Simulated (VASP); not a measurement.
# AgCl (Amm2) in VASP: further runs

AgCl is run at these levels: r2SCAN; tasks: single point.

Program: VASP 6.6.1. These are calculated values, not measurements. Logs are shortened: lines on timing, memory, paths and dates and some standing lists are left out, and cuts for length are marked.

### Step 1. The cell of the first run

It takes space group Amm2 (No. 38, orthorhombic). Conventional cell: a = 3.434 Å, b = 4.856 Å, c = 4.856 Å, α = 90.00°, β = 90.00°, γ = 90.00°. Ag (site symmetry mm2) has 8 Cl at 2.86 to 3.09 Å and 6 Ag at 3.43 Å within 3.8 Å. Within 3.8 Å of Cl (site symmetry mm2) lie 8 Ag at 2.86 to 3.09 Å and 6 Cl at 3.43 Å.

### Step 2. Single point, r2SCAN (atom 2 (Cl) moved by (-0.100, -0.100) A along y and z)

Contents of POSCAR:

```
AgCl
1.0
    3.4339730000      0.0000000000      0.0000000000
    0.0000000000      3.4339730000      0.0000000000
    0.0000000000      0.0000000000      3.4339730000
Ag Cl
1 1
Direct
    0.0000000000      0.0000000000      0.0000000000
    0.5000000000      0.4708792119      0.4708792119
```

Contents of INCAR.step1:

```
  ALGO = Normal
  EDIFF = 1E-4
  ENCUT = 520
  GGA = PE
  ISMEAR = 0
  LASPH = T
  LCHARG = F
  LREAL = F
  LWAVE = T
  NBANDS = 16
  NELM = 100
  PREC = Accurate
  SIGMA = 0.05
```

Contents of INCAR.step2:

```
  ALGO = Normal
  EDIFF = 1E-6
  ENCUT = 520
  ISIF = 2
  ISMEAR = 0
  ISTART = 1
  LASPH = T
  LCHARG = T
  LELF = T
  LMIXTAU = T
  LREAL = F
  LVHAR = T
  LWAVE = F
  METAGGA = R2SCAN
  NBANDS = 16
  NELM = 100
  PREC = Accurate
  SIGMA = 0.05
```

Contents of KPOINTS:

```
k-points
0
Gamma
  8 8 8
```

Potentials or basis: VASP PAW PBE potentials, release 64 (Ag, Cl).

Command:

```bash
cat potpaw_PBE.64/Ag/POTCAR potpaw_PBE.64/Cl/POTCAR > POTCAR
cp INCAR.step1 INCAR
mpirun -np 1 vasp_std > vasp.out
cp INCAR.step2 INCAR
mpirun -np 1 vasp_std > vasp.out
```

OUTCAR:

```text
EDIFF = 1E-6
   ENCUT = 520
   ISIF = 2
   ISMEAR = 0
   ISTART = 1
   LASPH = T
   LREAL = F
   METAGGA = R2SCAN
   NELM = 100
   PREC = Accurate

 ion  position               nearest neighbor table
   1  0.000  0.000  0.000-   2 2.86   2 2.86   2 2.98   2 2.98   2 2.98   2 2.98   2 3.09   2 3.09

   2  0.500  0.471  0.471-   1 2.86   1 2.86   1 2.98   1 2.98   1 2.98   1 2.98   1 3.09   1 3.09

  LATTYP: Found a simple cubic cell.
 ALAT       =     3.4339730000

  Lattice vectors:

 A1 = (   3.4339730000,   0.0000000000,   0.0000000000)
 A2 = (   0.0000000000,   3.4339730000,   0.0000000000)
 A3 = (   0.0000000000,   0.0000000000,   3.4339730000)

Analysis of symmetry for initial positions (statically):
=====================================================================
 Subroutine PRICEL returns:
 Original cell was already a primitive cell.

 Routine SETGRP: Setting up the symmetry group for a
 simple cubic supercell.

 Subroutine GETGRP returns: Found  4 space group operations
 (whereof  4 operations were pure point group operations)
 out of a pool of 48 trial point group operations.

The static configuration has the point symmetry C_2v.

Analysis of symmetry for dynamics (positions and initial velocities):
=====================================================================
 Subroutine PRICEL returns:
 Original cell was already a primitive cell.

 Routine SETGRP: Setting up the symmetry group for a
 simple cubic supercell.

 Subroutine GETGRP returns: Found  4 space group operations
 (whereof  4 operations were pure point group operations)
 out of a pool of 48 trial point group operations.

The dynamic configuration has the point symmetry C_2v.

 Subroutine INISYM returns: Found  4 space group operations
 (whereof  4 operations are pure point group operations),
 and found     1 'primitive' translations

----------------------------------------------------------------------------------------

                                     Primitive cell

  volume of cell :      40.4940

  direct lattice vectors                    reciprocal lattice vectors
     3.433973000  0.000000000  0.000000000     0.291207881  0.000000000  0.000000000
     0.000000000  3.433973000  0.000000000     0.000000000  0.291207881  0.000000000
     0.000000000  0.000000000  3.433973000     0.000000000  0.000000000  0.291207881

  length of vectors
     3.433973000  3.433973000  3.433973000     0.291207881  0.291207881  0.291207881

  position of ions in fractional coordinates (direct lattice)
     0.000000000  0.000000000  0.000000000
     0.500000000  0.470879212  0.470879212

  ion indices of the primitive-cell ions
   primitive index   ion index
                 1           1
                 2           2

----------------------------------------------------------------------------------------

 KPOINTS: k-points

Automatic generation of k-mesh.
 Grid dimensions read from file:
 generate k-points for:    8    8    8

 Generating k-lattice:

  Cartesian coordinates                     Fractional coordinates (reciprocal lattice)
     0.036400985  0.000000000  0.000000000     0.125000000  0.000000000  0.000000000
     0.000000000  0.036400985  0.000000000     0.000000000  0.125000000  0.000000000
     0.000000000  0.000000000  0.036400985     0.000000000  0.000000000  0.125000000

  Length of vectors
     0.036400985  0.036400985  0.036400985

  Shift w.r.t. Gamma in fractional coordinates (k-lattice)
     0.000000000  0.000000000  0.000000000

 Subroutine IBZKPT returns following result:
 ===========================================

 Found    105 irreducible k-points:

 Following reciprocal coordinates:
            Coordinates               Weight
  0.000000  0.000000  0.000000      1.000000
  0.125000  0.000000  0.000000      2.000000
  0.000000  0.125000  0.000000      4.000000
  0.250000  0.000000  0.000000      2.000000
  0.000000  0.250000  0.000000      4.000000
  0.375000  0.000000  0.000000      2.000000
[... 16 lines left out ...]
  0.125000  0.000000  0.500000      4.000000
  0.250000  0.250000  0.000000      8.000000
 [... further k-points ...]
   k-points           NKPTS =    105   k-points in BZ     NKDIM =    105   number of bands    NBANDS=     16
   number of dos      NEDOS =    301   number of ions     NIONS =      2
   total plane-waves  NPLWV =  21952
   dimension x,y,z NGX =    28 NGY =   28 NGZ =   28
   dimension x,y,z NGXF=    56 NGYF=   56 NGZF=   56
   ions per type =               1   1
   NGX,Y,Z   is equivalent  to a cutoff of  13.56, 13.56, 13.56 a.u.
   NGXF,Y,Z  is equivalent  to a cutoff of  27.11, 27.11, 27.11 a.u.
 SYSTEM =  unknown system
   PREC   = accura    normal or accurate (medium, high low for compatibility)
   ISTART =      1    job   : 0-new  1-cont  2-samecut
   ICHARG =      0    charge: 1-file 2-atom 10-const
   ISPIN  =      1    spin polarized calculation?
   LNONCOLLINEAR =      F non collinear calculations
   LSORBIT =      F    spin-orbit coupling
   LASPH  =      T    aspherical Exc in radial PAW
   ENCUT  =  520.0 eV  38.22 Ry    6.18 a.u.   6.38  6.38  6.38*2*pi/ulx,y,z
   NELM   =    100;   NELMIN=  2; NELMDL=  0     # of ELM steps
   EDIFF  = 0.1E-05   stopping-criterion for ELM
   LREAL  =      F    real-space projection
   EDIFFG = 0.1E-04   stopping-criterion for IOM
   NSW    =      0    number of steps for IOM
   IBRION =     -1    ionic relax: 0-MD 1-quasi-New 2-CG
   NFREE  =      0    steps in history (QN), initial steepest desc. (CG)
   ISIF   =      2    stress and relaxation
   ISYM   =      2    0-nonsym 1-usesym 2-fastsym
   POTIM  = 0.5000    time-step for ionic-motion
   TEBEG  =    0.0;   TEEND  =   0.0 temperature during run
   PSTRESS=    0.0 pullay stress
   NELECT =      18.0000    total number of electrons
   NUPDOWN=      -1.0000    fix difference up-down
   EMIN   =  10.00;   EMAX   =-10.00  energy-range for DOS
   EFERMI =   0.00;   METHOD = LEGACY
   ISMEAR =     0;   SIGMA  =   0.05  broadening in eV -4-tet -1-fermi 0-gaus
   EFERMI_NEDOS =   21; number of points for ismear=-14 and -15
   IALGO  =     38    algorithm
   IMIX   =      4    mixing-type and parameters
     AMIX     =   0.40;   BMIX     =  1.00
     AMIX_MAG =   1.60;   BMIX_MAG =  1.00
  volume/ion in A,a.u.               =      20.25       136.63
  Fermi-wavevector in a.u.,A,eV,Ry     =   1.249402  2.361027 21.238760  1.561005
  Thomas-Fermi vector in A             =   2.383444
   LORBIT       =      0    0 simple, 1 ext, 2 COOP (PROOUT), +10 PAW based schemes
   METAGGA = R2SCAN    functional components
   LHFCALC =     F    Hartree Fock is set to
   AEXX    =    0.0000 exact exchange contribution
   IVDW    =     0    specifies the selected vdW correction
   LEPSILON=     F    determine dielectric tensor
   LRPA    =     F    only Hartree local field effects (RPA)
 non-spin polarized calculation
 Gauss-broadening in eV      SIGMA  =   0.05
  energy-cutoff  :      520.00
  volume of cell :       40.49
 maximum number of plane-waves:      1110
 NGX is ok and might be reduce to    28
   NGX = 13   NGY = 13   NGZ = 13

 number of electron      18.0000004 magnetization

 Free energy of the ion-electron system (eV)
  ---------------------------------------------------
  ext. energy  EPLUGINS =         0.00000000
  ---------------------------------------------------
  free energy    TOTEN  =       -28.38979886 eV

  energy without entropy =      -28.38979886  energy(sigma->0) =      -28.38979886

 E-fermi :   3.8046     XC(G=0): -10.8678

 val. band max:        3.5948842901   @ k =   0.5000   0.0000   0.0000
 cond. band min:       4.7607479783   @ k =   0.0000   0.0000   0.0000
 fundamental gap:      1.1658636882
 Fermi energy:         3.8045822172

 k-point     1 :       0.0000    0.0000    0.0000
  band No.  band energies     occupation
      1     -11.6095      2.00000
      2       0.8319      2.00000
      3       0.8684      2.00000
      4       1.6727      2.00000
      5       1.6920      2.00000
      6       1.8178      2.00000
[... 8 lines left out ...]
     15      18.3165      0.00000
     16      20.6181      0.00000

 k-point     2 :       0.1250    0.0000    0.0000
  band No.  band energies     occupation
      1     -11.5475      2.00000
      2       0.6316      2.00000
      3       0.8508      2.00000
      4       1.3855      2.00000
      5       1.4618      2.00000
      6       1.6056      2.00000
[... 8 lines left out ...]
     15      17.7954      0.00000
     16      20.5591      0.00000

 k-point     3 :       0.0000    0.1250    0.0000
  band No.  band energies     occupation
      1     -11.5477      2.00000
      2       0.6138      2.00000
      3       0.8783      2.00000
      4       1.3668      2.00000
      5       1.4189      2.00000
      6       1.6958      2.00000
[... 8 lines left out ...]
     15      17.8651      0.00000
     16      20.5942      0.00000

 k-point     4 :       0.2500    0.0000    0.0000
  band No.  band energies     occupation
      1     -11.3906      2.00000
      2      -0.2899      2.00000
      3       0.8800      2.00000
      4       1.0039      2.00000
      5       1.1144      2.00000
      6       1.7143      2.00000
[... 8 lines left out ...]
     15      18.1656      0.00000
     16      20.4870      0.00000

 k-point     5 :       0.0000    0.2500    0.0000
  band No.  band energies     occupation
      1     -11.3912      2.00000
      2      -0.2874      2.00000
      3       0.9053      2.00000
      4       0.9988      2.00000
      5       1.0799      2.00000
      6       1.7462      2.00000
[... 8 lines left out ...]
     15      18.2153      0.00000
     16      20.4945      0.00000

 k-point     6 :       0.3750    0.0000    0.0000
  band No.  band energies     occupation
      1     -11.2222      2.00000
      2      -1.1305      2.00000
      3       0.7513      2.00000
      4       0.7897      2.00000
      5       1.0176      2.00000
      6       1.8522      2.00000
[... 8 lines left out ...]
     15      20.2825      0.00000
     16      20.3926      0.00000

 k-point     7 :       0.0000    0.3750    0.0000
  band No.  band energies     occupation
      1     -11.2234      2.00000
      2      -1.1230      2.00000
      3       0.7553      2.00000
      4       0.7794      2.00000
      5       1.0137      2.00000
      6       1.8540      2.00000
[... 8 lines left out ...]
     15      20.3116      0.00000
     16      20.3812      0.00000

 k-point     8 :       0.5000    0.0000    0.0000
  band No.  band energies     occupation
      1     -11.1486      2.00000
      2      -1.4482      2.00000
      3       0.6646      2.00000
      4       0.7192      2.00000
      5       1.0274      2.00000
      6       1.8608      2.00000
[... 8 lines left out ...]
     15      20.0519      0.00000
     16      20.3491      0.00000

 k-point     9 :       0.0000    0.5000    0.0000
  band No.  band energies     occupation
      1     -11.1500      2.00000
      2      -1.4396      2.00000
      3       0.6708      2.00000
      4       0.7020      2.00000
      5       1.0288      2.00000
      6       1.8616      2.00000
[... 8 lines left out ...]
     15      20.0745      0.00000
     16      20.3322      0.00000
[... 172 lines left out ...]
 k-point    19 :       0.1250    0.0000    0.3750
  band No.  band energies     occupation
      1     -11.1777      2.00000
      2      -0.9947      2.00000
      3       0.6308      2.00000
      4       0.8495      2.00000
      5       1.0921      2.00000
      6       1.7932      2.00000
[... 8 lines left out ...]
     15      19.7036      0.00000
     16      20.3501      0.00000

 k-point    20 :       0.0000   -0.3750    0.1250
  band No.  band energies     occupation
      1     -11.1778      2.00000
      2      -0.9925      2.00000
      3       0.6586      2.00000
      4       0.8268      2.00000
      5       1.0927      2.00000
      6       1.7951      2.00000
[... 8 lines left out ...]
     15      19.7360      0.00000
     16      20.3709      0.00000

 k-point    21 :       0.5000    0.1250    0.0000
  band No.  band energies     occupation
      1     -11.1065      2.00000
      2      -1.3008      2.00000
      3       0.6031      2.00000
      4       0.7792      2.00000
      5       1.0840      2.00000
      6       1.8093      2.00000
[... 8 lines left out ...]
     15      19.7840      0.00000
     16      20.7187      0.00000

 k-point    22 :       0.0000    0.5000    0.1250
  band No.  band energies     occupation
      1     -11.1077      2.00000
      2      -1.2921      2.00000
      3       0.6176      2.00000
      4       0.7537      2.00000
      5       1.0881      2.00000
      6       1.8097      2.00000
[... 8 lines left out ...]
     15      19.7820      0.00000
     16      20.7379      0.00000

 k-point    23 :       0.1250    0.0000    0.5000
  band No.  band energies     occupation
      1     -11.1078      2.00000
      2      -1.2916      2.00000
      3       0.5851      2.00000
      4       0.7843      2.00000
      5       1.0867      2.00000
      6       1.8086      2.00000
[... 8 lines left out ...]
     15      19.7695      0.00000
     16      20.7307      0.00000

 k-point    24 :       0.2500    0.2500    0.0000
  band No.  band energies     occupation
      1     -11.2046      2.00000
      2      -0.2528      2.00000
      3       0.3627      2.00000
      4       1.0489      2.00000
      5       1.2262      2.00000
      6       1.6630      2.00000
[... 8 lines left out ...]
     15      18.7030      0.00000
     16      19.1673      0.00000

 [... further k-points ...]

------------------------ aborting loop because EDIFF is reached ----------------------------------------

  FORCE on cell =-STRESS in cart. coord.  units (eV):
  Direction    XX          YY          ZZ          XY          YZ          ZX
  --------------------------------------------------------------------------------------
  -------------------------------------------------------------------------------------
  Total       -0.3917553     -0.4120414     -0.4120414     -0.0000000      0.0410668      0.0000000
  in kB      -15.5001103    -16.3027478    -16.3027478     -0.0000000      1.6248390      0.0000000
  external PRESSURE =     -16.0352020 kB  Pullay stress =       0.0000000 kB

 VOLUME and BASIS-vectors are now :
 -----------------------------------------------------------------------------
  energy-cutoff  :      520.00
  volume of cell :       40.49
      direct lattice vectors                 reciprocal lattice vectors
     3.433973000  0.000000000  0.000000000     0.291207881  0.000000000  0.000000000
     0.000000000  3.433973000  0.000000000     0.000000000  0.291207881  0.000000000
     0.000000000  0.000000000  3.433973000     0.000000000  0.000000000  0.291207881

 POSITION                                       TOTAL-FORCE (eV/Angst)
 -----------------------------------------------------------------------------------
      0.00000      0.00000      0.00000         0.000000     -0.030771     -0.030771
      1.71699      1.61699      1.61699         0.000000      0.030771      0.030771
 -----------------------------------------------------------------------------------
    total drift:                               -0.000000      0.001595      0.001595

  FREE ENERGIE OF THE ION-ELECTRON SYSTEM (eV)
  ---------------------------------------------------
  free  energy   TOTEN  =       -28.3897988649 eV

  energy  without entropy=      -28.3897988649  energy(sigma->0) =      -28.38979886
```

Wall time 2.4 min (1 thread of Intel Xeon 6975P-C (Granite Rapids), shared host); peak memory 0.21 GiB.

Results:

| Item | Value |
| --- | --- |
| Free energy | -28.3898 eV |
| Pressure | -1.6 GPa |
| Largest force | 0.044 eV/Å |
| Band gap on the k mesh | 1.17 eV, indirect (least direct gap 2.60 eV) |

Forces on the atoms (eV/Å):
```
Ag   0.000 -0.031 -0.031
Cl   0.000  0.031  0.031
```

Stress tensor (GPa, compression positive):
```
-1.55  0.00  0.00
 0.00 -1.63  0.16
 0.00  0.16 -1.63
```

Caveat: the cell differs from its parent crystal (atom 2 (Cl) moved by (-0.100, -0.100) A along y and z); the PAW data sets were made with another functional, which shifts forces and pressure a little.

### Step 3. Single point, r2SCAN (atom 2 (Cl) moved by (-0.200, -0.200) A along y and z)

Edit POSCAR of step 2 so:

```diff
@@ -9,2 +9,2 @@
     0.0000000000      0.0000000000      0.0000000000
-    0.5000000000      0.4708792119      0.4708792119
+    0.5000000000      0.4417584238      0.4417584238
```

Contents of INCAR.step1:

```
PREC = Accurate
ENCUT = 520
ISMEAR = 0
SIGMA = 0.05
LREAL = False
LASPH = True
NELM = 100
NBANDS = 16
GGA = PE
ALGO = Normal
EDIFF = 1E-4
LWAVE = True
LCHARG = False
```

Contents of INCAR.step2:

```
PREC = Accurate
ENCUT = 520
EDIFF = 1E-6
ISMEAR = 0
SIGMA = 0.05
LREAL = False
LASPH = True
NELM = 100
ALGO = Normal
ISIF = 2
LWAVE = False
LCHARG = True
METAGGA = R2SCAN
LMIXTAU = True
LELF = True
LVHAR = True
NBANDS = 16
ISTART = 1
```

Contents of KPOINTS:

```
Automatic mesh
0
Gamma
  8 8 8
```

Potentials or basis: VASP PAW PBE potentials, release 64 (Ag, Cl).

Command:

```bash
cat potpaw_PBE.64/Ag/POTCAR potpaw_PBE.64/Cl/POTCAR > POTCAR
cp INCAR.step1 INCAR
mpirun -np 1 vasp_std > vasp.out
cp INCAR.step2 INCAR
mpirun -np 1 vasp_std > vasp.out
```

It took 2.3 min on 1 thread of Intel Xeon 6975P-C (Granite Rapids), shared host; peak memory 0.21 GiB.

The run converged. Its results:

| Item | Value |
| --- | --- |
| Free energy | -28.3779 eV |
| Pressure | -0.7 GPa |
| Largest force | 0.138 eV/Å |
| Band gap on the k mesh | 1.17 eV, indirect (least direct gap 2.45 eV) |

Forces on the atoms (eV/Å):
```
Ag   0.000 -0.098 -0.098
Cl   0.000  0.098  0.098
```

Stress tensor (GPa, compression positive):
```
-0.46  0.00  0.00
 0.00 -0.86  0.67
 0.00  0.67 -0.86
```

Levels at points of the mesh, in eV from the valence-band top:
```tsv
k point	band 7	band 8	band 9	band 10	band 11	band 12
(0.00, 0.00, 0.00)	-1.35	-1.29	-1.28	1.17	9.62	9.85
(0.50, 0.00, 0.00)	-1.48	-0.24	0.00	5.69	6.03	10.14
(0.00, 0.50, 0.00)	-1.45	-0.18	-0.02	5.62	6.01	10.07
(0.50, 0.50, 0.00)	-2.00	-1.52	-0.69	3.25	9.67	9.76
(0.00, 0.50, 0.50)	-2.09	-1.53	-0.69	3.29	9.62	9.66
(0.50, 0.50, 0.50)	-0.30	-0.26	-0.22	5.32	5.51	5.52
```

Caveat: the cell differs from its parent crystal (atom 2 (Cl) moved by (-0.200, -0.200) A along y and z); the PAW data sets were made with another functional, which shifts forces and pressure a little. A k mesh can miss the band edges.
